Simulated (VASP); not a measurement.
Input of a VASP 6.6.1 run:

The input INCAR:

```
SYSTEM = Ru
PREC = Accurate
ENCUT = 520
EDIFF = 1E-6
ISMEAR = -1
SIGMA = 0.1
LREAL = .FALSE.
LASPH = .TRUE.
NELM = 80
ALGO = Normal
ISIF = 2
LWAVE = .FALSE.
LCHARG = .FALSE.
GGA = PE
NBANDS = 13
```

The input KPOINTS:

```
Automatic mesh
0
G
  15 15 15
  0 0 0
```

POSCAR

```
Ru
1.0
    2.4254235684      0.0000000000      0.0000000000
    0.0000000000      2.4254235684      0.0000000000
    0.0000000000      0.0000000000      2.4254235684
Ru
1
Direct
    0.0000000000      0.0000000000      0.0000000000
```

Potentials or basis: VASP PAW PBE potentials, release 64 (Ru_pv).

The run is started by

```console
$ cat potpaw_PBE.64/Ru_pv/POTCAR > POTCAR
$ mpirun -np 1 vasp_std > vasp.out
```

(1) Predict the pressure.

(2) Estimate the band gap on the k mesh.

Answers

(1) 30.0 GPa.

(2) zero (band 7 reaches 16.36 eV, above the bottom of band 8 at 11.04 eV).
